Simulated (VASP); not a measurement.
# InSb3 (Cmmm) in VASP: further runs, part 2 of 2

VASP 6.6.1. The steps go on from the part before.

### Step 3. Single point, PBEsol

INCAR reads:

```
SYSTEM = InSb3
ALGO = Normal
EDIFF = 1E-6
ENCUT = 520
GGA = PS
ISIF = 2
ISMEAR = -1
LASPH = .TRUE.
LCHARG = .FALSE.
LREAL = .FALSE.
LWAVE = .FALSE.
NBANDS = 22
NELM = 60
PREC = Accurate
SIGMA = 0.05
```

KPOINTS reads:

```
k-points
0
G
  5 5 5
  0 0 0
```

POSCAR reads:

```
InSb3
1.0
    4.8063670000      0.0240318350      0.0000000000
    0.0240318350      4.8063670000      0.0000000000
    0.0000000000      0.0000000000      4.8063670000
Sb In
3 1
Direct
    0.5000000000      0.5000000000      0.0000000000
    0.0000000000      0.5000000000      0.5000000000
    0.5000000000      0.0000000000      0.5000000000
    0.0000000000      0.0000000000      0.0000000000
```

Potentials or basis: VASP PAW PBE potentials, release 64 (Sb, In_d).

On the command line:

```bash
$ cat potpaw_PBE.64/Sb/POTCAR potpaw_PBE.64/In_d/POTCAR > POTCAR
$ mpirun -np 1 vasp_std > vasp.out
```

OUTCAR:

```text
SYSTEM = InSb3
   EDIFF = 1E-6
   ENCUT = 520
   GGA = PS
   ISIF = 2
   ISMEAR = -1
   LASPH = .TRUE.
   LREAL = .FALSE.
   NELM = 60
   PREC = Accurate

 ion  position               nearest neighbor table
   1  0.500  0.500  0.000-   4 3.38   4 3.38   2 3.40   3 3.40   3 3.40   2 3.40   3 3.40   2 3.40
                             3 3.40   2 3.40   4 3.42   4 3.42
   2  0.000  0.500  0.500-   3 3.38   3 3.38   1 3.40   4 3.40   1 3.40   4 3.40   4 3.40   1 3.40
                             4 3.40   1 3.40   3 3.42   3 3.42
   3  0.500  0.000  0.500-   2 3.38   2 3.38   1 3.40   4 3.40   1 3.40   1 3.40   1 3.40   4 3.40
                             4 3.40   4 3.40   2 3.42   2 3.42
   4  0.000  0.000  0.000-   1 3.38   1 3.38   2 3.40   3 3.40   2 3.40   2 3.40   2 3.40   3 3.40
                             3 3.40   3 3.40   1 3.42   1 3.42

  LATTYP: Found a base centered orthorhombic cell.
 ALAT       =     6.7632432502
 B/A-ratio  =     1.0100502513
 C/A-ratio  =     0.7106600816

  Lattice vectors:

 A1 = (  -0.0240318350,  -4.8063670000,   0.0000000000)
 A2 = (   4.8063670000,   0.0240318350,   0.0000000000)
 A3 = (   0.0000000000,   0.0000000000,   4.8063670000)

Analysis of symmetry for initial positions (statically):
=====================================================================
 Subroutine PRICEL returns:
 Original cell was already a primitive cell.

 Routine SETGRP: Setting up the symmetry group for a
 base centered orthorhombic supercell.

 Subroutine GETGRP returns: Found  8 space group operations
 (whereof  8 operations were pure point group operations)
 out of a pool of  8 trial point group operations.

The static configuration has the point symmetry D_2h.

Analysis of symmetry for dynamics (positions and initial velocities):
=====================================================================
 Subroutine PRICEL returns:
 Original cell was already a primitive cell.

 Routine SETGRP: Setting up the symmetry group for a
 base centered orthorhombic supercell.

 Subroutine GETGRP returns: Found  8 space group operations
 (whereof  8 operations were pure point group operations)
 out of a pool of  8 trial point group operations.

The dynamic configuration has the point symmetry D_2h.

 Subroutine INISYM returns: Found  8 space group operations
 (whereof  8 operations are pure point group operations),
 and found     1 'primitive' translations

----------------------------------------------------------------------------------------

                                     Primitive cell

  volume of cell :     111.0299

  direct lattice vectors                    reciprocal lattice vectors
     4.806367000  0.024031835  0.000000000     0.208062555 -0.001040313  0.000000000
     0.024031835  4.806367000  0.000000000    -0.001040313  0.208062555  0.000000000
     0.000000000  0.000000000  4.806367000     0.000000000  0.000000000  0.208057354

  length of vectors
     4.806427079  4.806427079  4.806367000     0.208065156  0.208065156  0.208057354

  position of ions in fractional coordinates (direct lattice)
     0.500000000  0.500000000  0.000000000
     0.000000000  0.500000000  0.500000000
     0.500000000  0.000000000  0.500000000
[... 31 lines left out ...]
 ===========================================

 Found     27 irreducible k-points:

 Following reciprocal coordinates:
            Coordinates               Weight
  0.000000  0.000000  0.000000      1.000000
  0.200000  0.000000  0.000000      4.000000
  0.400000  0.000000  0.000000      4.000000
  0.200000  0.200000  0.000000      2.000000
  0.400000  0.200000  0.000000      4.000000
 -0.400000  0.200000  0.000000      4.000000
[... 16 lines left out ...]
  0.400000  0.200000  0.400000      8.000000
 -0.400000  0.200000  0.400000      8.000000
 [... further k-points ...]
   k-points           NKPTS =     27   k-points in BZ     NKDIM =     27   number of bands    NBANDS=     22
   number of dos      NEDOS =    301   number of ions     NIONS =      4
   total plane-waves  NPLWV =  46656
   dimension x,y,z NGX =    36 NGY =   36 NGZ =   36
   dimension x,y,z NGXF=    72 NGYF=   72 NGZF=   72
   ions per type =               3   1
   NGX,Y,Z   is equivalent  to a cutoff of  12.45, 12.45, 12.45 a.u.
   NGXF,Y,Z  is equivalent  to a cutoff of  24.90, 24.90, 24.90 a.u.
 SYSTEM =  InSb3
   PREC   = accura    normal or accurate (medium, high low for compatibility)
   ISTART =      0    job   : 0-new  1-cont  2-samecut
   ICHARG =      2    charge: 1-file 2-atom 10-const
   ISPIN  =      1    spin polarized calculation?
   LNONCOLLINEAR =      F non collinear calculations
   LSORBIT =      F    spin-orbit coupling
   LASPH  =      T    aspherical Exc in radial PAW
   ENCUT  =  520.0 eV  38.22 Ry    6.18 a.u.   8.94  8.94  8.94*2*pi/ulx,y,z
   NELM   =     60;   NELMIN=  2; NELMDL= -5     # of ELM steps
   EDIFF  = 0.1E-05   stopping-criterion for ELM
   LREAL  =      F    real-space projection
   EDIFFG = 0.1E-04   stopping-criterion for IOM
   NSW    =      0    number of steps for IOM
   IBRION =     -1    ionic relax: 0-MD 1-quasi-New 2-CG
   NFREE  =      0    steps in history (QN), initial steepest desc. (CG)
   ISIF   =      2    stress and relaxation
   ISYM   =      2    0-nonsym 1-usesym 2-fastsym
   POTIM  = 0.5000    time-step for ionic-motion
   TEBEG  =    0.0;   TEEND  =   0.0 temperature during run
   PSTRESS=    0.0 pullay stress
   NELECT =      28.0000    total number of electrons
   NUPDOWN=      -1.0000    fix difference up-down
   EMIN   =  10.00;   EMAX   =-10.00  energy-range for DOS
   EFERMI =   0.00;   METHOD = LEGACY
   ISMEAR =    -1;   SIGMA  =   0.05  broadening in eV -4-tet -1-fermi 0-gaus
   EFERMI_NEDOS =   21; number of points for ismear=-14 and -15
   IALGO  =     38    algorithm
   IMIX   =      4    mixing-type and parameters
     AMIX     =   0.40;   BMIX     =  1.00
     AMIX_MAG =   1.60;   BMIX_MAG =  1.00
  volume/ion in A,a.u.               =      27.76       187.32
  Fermi-wavevector in a.u.,A,eV,Ry     =   1.034302  1.954548 14.555260  1.069781
  Thomas-Fermi vector in A             =   2.168591
   LORBIT       =      0    0 simple, 1 ext, 2 COOP (PROOUT), +10 PAW based schemes
   GGA     = PS    functional components
   LHFCALC =     F    Hartree Fock is set to
   AEXX    =    0.0000 exact exchange contribution
   IVDW    =     0    specifies the selected vdW correction
   LEPSILON=     F    determine dielectric tensor
   LRPA    =     F    only Hartree local field effects (RPA)
 non-spin polarized calculation
  energy-cutoff  :      520.00
  volume of cell :      111.03
 maximum number of plane-waves:      3010
   NGX = 17   NGY = 17   NGZ = 17

 number of electron      28.0000010 magnetization

 Free energy of the ion-electron system (eV)
  ---------------------------------------------------
  ext. energy  EPLUGINS =         0.00000000
  ---------------------------------------------------
  free energy    TOTEN  =       -15.95795736 eV

  energy without entropy =      -15.93649740  energy(sigma->0) =      -15.94722738

 E-fermi :   7.6792     XC(G=0): -10.1770

 val. band max:        7.5319978662   @ k =   0.2000   0.0000   0.0000
 cond. band min:       7.6804470224   @ k =   0.4000   0.2000   0.4000
 fundamental gap:      0.1484491562
 Fermi energy:         7.6791640460

 k-point     1 :       0.0000    0.0000    0.0000
  band No.  band energies     occupation
      1      -6.8187      2.00000
      2      -6.8187      2.00000
      3      -6.8030      2.00000
      4      -6.8022      2.00000
      5      -6.8012      2.00000
      6      -4.4836      2.00000
[... 589 lines left out ...]
     21      13.3441      0.00000
     22      14.6337      0.00000

 [... further k-points ...]

------------------------ aborting loop because EDIFF is reached ----------------------------------------

  FORCE on cell =-STRESS in cart. coord.  units (eV):
  Direction    XX          YY          ZZ          XY          YZ          ZX
  --------------------------------------------------------------------------------------
  -------------------------------------------------------------------------------------
  Total       -1.7494798     -1.7494798     -1.7578035      0.0433091      0.0000000      0.0000000
  in kB      -25.2452446    -25.2452446    -25.3653573      0.6249565      0.0000000      0.0000000
  external PRESSURE =     -25.2852822 kB  Pullay stress =       0.0000000 kB

 VOLUME and BASIS-vectors are now :
 -----------------------------------------------------------------------------
  energy-cutoff  :      520.00
  volume of cell :      111.03
      direct lattice vectors                 reciprocal lattice vectors
     4.806367000  0.024031835  0.000000000     0.208062555 -0.001040313  0.000000000
     0.024031835  4.806367000  0.000000000    -0.001040313  0.208062555  0.000000000
     0.000000000  0.000000000  4.806367000     0.000000000  0.000000000  0.208057354

 POSITION                                       TOTAL-FORCE (eV/Angst)
 -----------------------------------------------------------------------------------
      2.41520      2.41520      0.00000        -0.000000      0.000000      0.000000
      0.01202      2.40318      2.40318        -0.000000      0.000000      0.000000
      2.40318      0.01202      2.40318        -0.000000      0.000000      0.000000
      0.00000      0.00000      0.00000         0.000000      0.000000      0.000000
 -----------------------------------------------------------------------------------
    total drift:                               -0.000000     -0.000000     -0.000000

  FREE ENERGIE OF THE ION-ELECTRON SYSTEM (eV)
  ---------------------------------------------------
  free  energy   TOTEN  =       -15.9579573582 eV

  energy  without entropy=      -15.9364974001  energy(sigma->0) =      -15.94722738
```

Wall time 25 s (1 thread of AMD EPYC 9R45 (Zen 5), shared host); peak memory 0.2 GiB.

Results:

| Item | Value |
| --- | --- |
| Free energy | -15.9580 eV |
| Pressure | -2.5 GPa |
| Band gap on the k mesh | zero (band 14 reaches 10.08 eV, above the bottom of band 15 at 6.95 eV) |

Stress tensor (GPa, compression positive):
```
-2.52  0.06  0.00
 0.06 -2.52  0.00
 0.00  0.00 -2.54
```

Caveat: the PAW data sets were made with another functional, which shifts forces and pressure a little; spin-orbit coupling is left out, which moves the levels of the heavy elements.
